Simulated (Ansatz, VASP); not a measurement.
**Mg: VASP beside Ansatz**

```xyz
1
Lattice="0.0000 1.9076 2.2443 1.9076 0.0000 2.2443 1.9076 1.9076 0.0000" Properties=species:S:1:pos:R:3 pbc="T T T"
Mg    0.0000    0.0000    0.0000
```

Change from the starting cell: strain -0.1500 x Voigt [1, 1, 0, 0, 0, 0], atoms carried along.

Alike in both runs: task single point; functional LDA; k mesh 18 × 18 × 18; occupations gaussian, width 0.15 eV; no spin polarisation.

|  | VASP | Ansatz |
| --- | --- | --- |
| version | VASP 6.6.1 | Ansatz 0.2.0 |
| potentials or method | VASP PAW LDA potentials, release 64 (Mg), cutoff 520 eV | scalar-relativistic, plane waves, PAW |
| valence electrons in the cell | 2 | 10 |

```tsv
	VASP	Ansatz	Ansatz less VASP
gap on the k mesh at the Fermi level (eV)	none	none	-
pressure (GPa)	19.4	19.6	+0.22
traceless stress, the component that is largest in VASP (GPa)	-6.38	-6.33	+0.051
```

LDA's correlation is that of Perdew and Zunger in VASP and of Perdew and Wang (1992) in Ansatz. A gap of «none» marks a metal or a gap that the smearing closes. VASP's potentials hold 2 valence electrons a cell and Ansatz's 10, so a difference there can come from the potentials and not from the codes.
